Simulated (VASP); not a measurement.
# Cd3CuO (P4mm) in VASP: single point with PBE

Aim: the single point of Cd3CuO with PBE.

Program: VASP 6.6.1. These are calculated values, not measurements. Logs are shortened: lines on timing, memory, paths and dates and some standing lists are left out, and cuts for length are marked.

## Step 1: The cell of the first run

Symmetry: P4mm, No. 99, tetragonal system. Conventional cell: a = 3.140 Å, b = 3.140 Å, c = 8.697 Å, α = 90.00°, β = 90.00°, γ = 90.00°. Within 2.9 Å of Cd (site symmetry 4mm) lie 1 O at 2.22 Å. Within 3.1 Å of Cd (site symmetry 4mm) lie 4 O at 2.37 Å and 4 Cu at 2.89 Å. Within 3.6 Å of Cd (site symmetry 4mm) lie 4 Cu at 2.77 Å and 9 Cd at 3.10 to 3.50 Å. Within 3.5 Å of Cu (site symmetry 4mm) lie 1 O at 2.67 Å and 8 Cd at 2.77 to 2.89 Å and 4 Cu at 3.14 Å. O (site symmetry 4mm) has 5 Cd at 2.22 to 2.37 Å and 1 Cu at 2.67 Å within 2.9 Å.

## Step 2: Single point, PBE

Contents of INCAR:

```
SYSTEM = Cd3CuO
PREC = Accurate
ENCUT = 520
EDIFF = 1E-7
ISMEAR = 0
SIGMA = 0.1
LREAL = .False.
LASPH = .True.
NELM = 80
ALGO = Normal
ISIF = 2
LWAVE = .False.
LCHARG = .False.
GGA = PE
NBANDS = 34
```

Contents of KPOINTS:

```
regular mesh
0
Gamma
  10 10 4
  0 0 0
```

Contents of POSCAR:

```
Cd3CuO
1.0
    3.1396008088      0.0000000000      0.0000000000
    0.0000000000      3.1396008088      0.0000000000
    0.0000000000      0.0000000000      8.6972688836
Cd Cu O
3 1 1
Direct
    0.5000000000      0.5000000000      0.4157811809
    0.0000000000      0.0000000000      0.0658533078
    0.0000000000      0.0000000000      0.6637847697
    0.5000000000      0.5000000000      0.8537703450
    0.5000000000      0.5000000000      0.1610118167
```

Potentials or basis: VASP PAW PBE potentials, release 64 (Cd, Cu, O).

Run with:

```sh
$ cat potpaw_PBE.64/Cd/POTCAR potpaw_PBE.64/Cu/POTCAR potpaw_PBE.64/O/POTCAR > POTCAR
$ mpirun -np 1 vasp_std > vasp.out
```

OUTCAR:

```text
SYSTEM = Cd3CuO
   PREC = Accurate
   ENCUT = 520
   EDIFF = 1E-7
   ISMEAR = 0
   LREAL = .False.
   LASPH = .True.
   NELM = 80
   ISIF = 2
   GGA = PE

 ion  position               nearest neighbor table
   1  0.500  0.500  0.416-   5 2.22   3 3.10   3 3.10   3 3.10   3 3.10   2 3.77   2 3.77   2 3.77
                             2 3.77
   2  0.000  0.000  0.066-   5 2.37   5 2.37   5 2.37   5 2.37   4 2.89   4 2.89   4 2.89   4 2.89
                             3 3.50   1 3.77   1 3.77   1 3.77   1 3.77
   3  0.000  0.000  0.664-   4 2.77   4 2.77   4 2.77   4 2.77   1 3.10   1 3.10   1 3.10   1 3.10
                             2 3.50
   4  0.500  0.500  0.854-   3 2.77   3 2.77   3 2.77   3 2.77   2 2.89   2 2.89   2 2.89   2 2.89

   5  0.500  0.500  0.161-   1 2.22   2 2.37   2 2.37   2 2.37   2 2.37

  LATTYP: Found a simple tetragonal cell.
 ALAT       =     3.1396008088
 C/A-ratio  =     2.7701830307

  Lattice vectors:

 A1 = (   3.1396008088,   0.0000000000,   0.0000000000)
 A2 = (   0.0000000000,   3.1396008088,   0.0000000000)
 A3 = (   0.0000000000,   0.0000000000,   8.6972688836)

Analysis of symmetry for initial positions (statically):
=====================================================================
 Subroutine PRICEL returns:
 Original cell was already a primitive cell.

 Routine SETGRP: Setting up the symmetry group for a
 simple tetragonal supercell.

 Subroutine GETGRP returns: Found  8 space group operations
 (whereof  8 operations were pure point group operations)
 out of a pool of 16 trial point group operations.

The static configuration has the point symmetry C_4v.

Analysis of symmetry for dynamics (positions and initial velocities):
=====================================================================
 Subroutine PRICEL returns:
 Original cell was already a primitive cell.

 Routine SETGRP: Setting up the symmetry group for a
 simple tetragonal supercell.

 Subroutine GETGRP returns: Found  8 space group operations
 (whereof  8 operations were pure point group operations)
 out of a pool of 16 trial point group operations.

The dynamic configuration has the point symmetry C_4v.

 Subroutine INISYM returns: Found  8 space group operations
 (whereof  8 operations are pure point group operations),
 and found     1 'primitive' translations

[... 94 lines left out ...]
   ISPIN  =      1    spin polarized calculation?
   LNONCOLLINEAR =      F non collinear calculations
   LSORBIT =      F    spin-orbit coupling
   LASPH  =      T    aspherical Exc in radial PAW
   ENCUT  =  520.0 eV  38.22 Ry    6.18 a.u.   5.84  5.84 16.17*2*pi/ulx,y,z
   NELM   =     80;   NELMIN=  2; NELMDL= -5     # of ELM steps
   EDIFF  = 0.1E-06   stopping-criterion for ELM
   LREAL  =      F    real-space projection
   EDIFFG = 0.1E-05   stopping-criterion for IOM
   NSW    =      0    number of steps for IOM
   IBRION =     -1    ionic relax: 0-MD 1-quasi-New 2-CG
   NFREE  =      0    steps in history (QN), initial steepest desc. (CG)
   ISIF   =      2    stress and relaxation
   ISYM   =      2    0-nonsym 1-usesym 2-fastsym
   POTIM  = 0.5000    time-step for ionic-motion
   TEBEG  =    0.0;   TEEND  =   0.0 temperature during run
   PSTRESS=    0.0 pullay stress
   NELECT =      53.0000    total number of electrons
   NUPDOWN=      -1.0000    fix difference up-down
   EMIN   =  10.00;   EMAX   =-10.00  energy-range for DOS
   EFERMI =   0.00;   METHOD = LEGACY
   ISMEAR =     0;   SIGMA  =   0.10  broadening in eV -4-tet -1-fermi 0-gaus
   EFERMI_NEDOS =   21; number of points for ismear=-14 and -15
   IALGO  =     38    algorithm
   IMIX   =      4    mixing-type and parameters
     AMIX     =   0.40;   BMIX     =  1.00
     AMIX_MAG =   1.60;   BMIX_MAG =  1.00
  volume/ion in A,a.u.               =      17.15       115.71
  Fermi-wavevector in a.u.,A,eV,Ry     =   1.394621  2.635452 26.462893  1.944968
  Thomas-Fermi vector in A             =   2.518152
   LORBIT       =      0    0 simple, 1 ext, 2 COOP (PROOUT), +10 PAW based schemes
   GGA     = PE    functional components
   LHFCALC =     F    Hartree Fock is set to
   AEXX    =    0.0000 exact exchange contribution
   IVDW    =     0    specifies the selected vdW correction
   LEPSILON=     F    determine dielectric tensor
   LRPA    =     F    only Hartree local field effects (RPA)
 non-spin polarized calculation
 Gauss-broadening in eV      SIGMA  =   0.10
  energy-cutoff  :      520.00
  volume of cell :       85.73
 maximum number of plane-waves:      2344
 NGX is ok and might be reduce to    24
   NGX = 11   NGY = 11   NGZ = 33

 number of electron      53.0000029 magnetization

 Free energy of the ion-electron system (eV)
  ---------------------------------------------------
  ext. energy  EPLUGINS =         0.00000000
  ---------------------------------------------------
  free energy    TOTEN  =       -12.19194650 eV

  energy without entropy =      -12.18784761  energy(sigma->0) =      -12.18989706

 E-fermi :   3.4368     XC(G=0): -11.1769

 val. band max:        3.3284164190   @ k =   0.5000   0.5000   0.5000
 cond. band min:       3.4674145330   @ k =   0.5000   0.5000   0.2500
 fundamental gap:      0.1389981141
 Fermi energy:         3.4367601260

 k-point     1 :       0.0000    0.0000    0.0000
  band No.  band energies     occupation
      1     -14.8982      2.00000
      2      -6.2385      2.00000
      3      -6.0838      2.00000
      4      -5.8455      2.00000
      5      -5.6358      2.00000
      6      -5.5121      2.00000
[... 877 lines left out ...]
     33      11.6685      0.00000
     34      13.6964      0.00000

 [... further k-points ...]
[... 5 lines left out ...]
  --------------------------------------------------------------------------------------
  -------------------------------------------------------------------------------------
  Total        0.3498632      0.3498632      0.3672392      0.0000000     -0.0000000      0.0000000
  in kB        6.5384851      6.5384851      6.8632185      0.0000000     -0.0000000      0.0000000
  external PRESSURE =       6.6467296 kB  Pullay stress =       0.0000000 kB

 VOLUME and BASIS-vectors are now :
 -----------------------------------------------------------------------------
  energy-cutoff  :      520.00
  volume of cell :       85.73
      direct lattice vectors                 reciprocal lattice vectors
     3.139600809  0.000000000  0.000000000     0.318511830  0.000000000  0.000000000
     0.000000000  3.139600809  0.000000000     0.000000000  0.318511830  0.000000000
     0.000000000  0.000000000  8.697268884     0.000000000  0.000000000  0.114978623

 POSITION                                       TOTAL-FORCE (eV/Angst)
 -----------------------------------------------------------------------------------
      1.56980      1.56980      3.61616        -0.000000     -0.000000      0.072978
      0.00000      0.00000      0.57274        -0.000000     -0.000000     -0.041343
      0.00000      0.00000      5.77311         0.000000      0.000000     -0.018932
      1.56980      1.56980      7.42547        -0.000000     -0.000000      0.013879
      1.56980      1.56980      1.40036        -0.000000      0.000000     -0.026582
 -----------------------------------------------------------------------------------
    total drift:                                0.000000     -0.000000      0.000384

  FREE ENERGIE OF THE ION-ELECTRON SYSTEM (eV)
  ---------------------------------------------------
  free  energy   TOTEN  =       -12.1919465033 eV

  energy  without entropy=      -12.1878476118  energy(sigma->0) =      -12.18989706
```

OSZICAR:

```text
N       E                     dE             d eps       ncg     rms          rms(c)
DAV:   1     0.504260529964E+03    0.50426E+03   -0.25983E+04  4284   0.184E+03
DAV:   2     0.272173761451E+02   -0.47704E+03   -0.45472E+03  4384   0.443E+02
DAV:   3    -0.142572340088E+02   -0.41475E+02   -0.40280E+02  5312   0.139E+02
DAV:   4    -0.154779280892E+02   -0.12207E+01   -0.12167E+01  4918   0.225E+01
DAV:   5    -0.154977678301E+02   -0.19840E-01   -0.19830E-01  5142   0.276E+00    0.147E+01
DAV:   6    -0.139154667341E+02    0.15823E+01   -0.27063E+01  6336   0.795E+01    0.113E+01
DAV:   7    -0.121965873875E+02    0.17189E+01   -0.91582E+00  5338   0.558E+01    0.649E+00
DAV:   8    -0.122070437679E+02   -0.10456E-01   -0.87432E-01  5348   0.701E+00    0.272E+00
DAV:   9    -0.121931772196E+02    0.13867E-01   -0.84430E-02  5736   0.618E+00    0.387E-01
DAV:  10    -0.121920019627E+02    0.11753E-02   -0.20332E-02  5678   0.271E+00    0.144E-01
DAV:  11    -0.121918791867E+02    0.12278E-03   -0.27371E-03  6242   0.735E-01    0.966E-02
DAV:  12    -0.121919346248E+02   -0.55438E-04   -0.30529E-04  5812   0.301E-01    0.375E-02
DAV:  13    -0.121919458097E+02   -0.11185E-04   -0.44884E-05  5518   0.119E-01    0.754E-03
DAV:  14    -0.121919468731E+02   -0.10634E-05   -0.99233E-06  6196   0.467E-02    0.526E-03
DAV:  15    -0.121919465730E+02    0.30011E-06   -0.92970E-07  5240   0.142E-02    0.236E-03
DAV:  16    -0.121919465033E+02    0.69672E-07   -0.52804E-07  3824   0.120E-02
   1 F= -.12191947E+02 E0= -.12189897E+02  d E =-.409889E-02
```

It took 2.2 min on 1 thread of Intel Xeon 6975P-C, shared host; peak memory 0.3 GiB.

What came out:

| Item | Value |
| --- | --- |
| Free energy | -12.1919 eV |
| Pressure | 0.7 GPa |
| Largest force | 0.073 eV/Å |

Forces on the atoms (eV/Å):
```
Cd   0.000  0.000  0.073
Cd   0.000  0.000 -0.041
Cd   0.000  0.000 -0.019
Cu   0.000  0.000  0.014
O    0.000  0.000 -0.027
```

Levels at points of the mesh, in eV from the Fermi level:
| k point | band 24 | band 25 | band 26 | band 27 | band 28 | band 29 | band 30 | band 31 |
| --- | --- | --- | --- | --- | --- | --- | --- | --- |
| (0.00, 0.00, 0.00) | -2.55 | -2.34 | -2.34 | -2.00 | 2.84 | 3.32 | 7.19 | 7.19 |
| (0.50, 0.00, 0.00) | -2.63 | -2.12 | -1.85 | -1.64 | 0.64 | 1.32 | 2.71 | 5.75 |
| (0.50, 0.50, 0.00) | -2.29 | 0.19 | 0.19 | 1.74 | 2.02 | 2.32 | 2.32 | 2.55 |
| (0.00, 0.00, 0.50) | -2.55 | -2.32 | -2.32 | -0.50 | 0.87 | 5.33 | 7.12 | 7.12 |
| (0.50, 0.00, 0.50) | -2.63 | -2.29 | -1.64 | -1.18 | -0.58 | 2.22 | 3.20 | 5.10 |
| (0.50, 0.50, 0.50) | -2.30 | -0.11 | -0.11 | 1.84 | 2.20 | 2.23 | 2.82 | 2.82 |

Caveat: an odd number of electrons without spin polarisation forces a metal; a magnetic or distorted state may lie lower. With open d or f shells a metallic result of PBE can be an artefact of self-interaction; +U or a hybrid may open a gap.
